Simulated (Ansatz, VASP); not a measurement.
Sb: VASP beside Ansatz

INCAR

```
SYSTEM = Sb
PREC = Accurate
ENCUT = 400
EDIFF = 1E-8
ISMEAR = -1
SIGMA = 0.05
LREAL = .FALSE.
LASPH = .TRUE.
NELM = 120
ALGO = Normal
ISIF = 2
LWAVE = .FALSE.
LCHARG = .FALSE.
GGA = PS
LEFG = .TRUE.
NBANDS = 12
GGA_COMPAT = .FALSE.
```

Contents of KPOINTS:

```
Automatic mesh
0
G
  9 9 9
  0 0 0
```

Contents of POSCAR:

```
Sb
1.0
    2.0860823220      1.2044001902      3.7440000000
   -2.0860823220      1.2044001902      3.7440000000
    0.0000000000     -2.4088003803      3.7440000000
Sb
2
Direct
    0.2336400000      0.2336400000      0.2336400000
    0.7663600000      0.7663600000      0.7663600000
```

Input for Ansatz:

```yaml
crystal:
  lattice:
    - [2.086082322, 1.2044001902, 3.744]
    - [-2.086082322, 1.2044001902, 3.744]
    - [0.0, -2.4088003803, 3.744]
  atoms:
    - { symbol: Sb, position: [0.23364, 0.23364, 0.23364] }
    - { symbol: Sb, position: [0.76636, 0.76636, 0.76636] }
kpoints:
  mp_grid: { grid: [9, 9, 9] }
scf:
  occupations: { method: fermi_dirac, width: 0.05 }
hamiltonian:
  xc: pbesol
  pseudopotentials: { kind: all_electron, datasets: crystal }
output:
  forces: true
  stress: true
  eigenvalues: true
  efg: { contact_densities: true }
```

Change from the starting cell: equal xx and yy strain of -3 %, crystal datasets.

Alike in both runs: task electric field gradients; functional PBEsol; k mesh 9 × 9 × 9; occupations fermi-dirac, width 0.05 eV; no spin polarisation.

|  | VASP | Ansatz |
| --- | --- | --- |
| version | VASP 6.6.1 | Ansatz 0.2.0 |
| potentials or method | VASP PAW PBE potentials, release 64 (Sb), cutoff 400 eV | all-electron PAW with datasets made for the crystal, scalar-relativistic |

```tsv
	VASP	Ansatz	Ansatz less VASP
pressure (GPa)	5.0	4.7	-0.28
traceless stress, the component that is largest in VASP (GPa)	-1.52	-1.46	+0.058
rms of the force components (eV/Å)	0.336	0.289	-0.0469
size of Vzz on the site where it differs most (V/Å²)	29.9	34.4	+4.53
```

VASP's potentials were made for PBE, not for PBEsol. Atom by atom the forces differ by 0.047 eV/Å (rms over components). Ansatz ran all-electron here, and VASP with PAW potentials.

Spin-orbit coupling is off throughout.
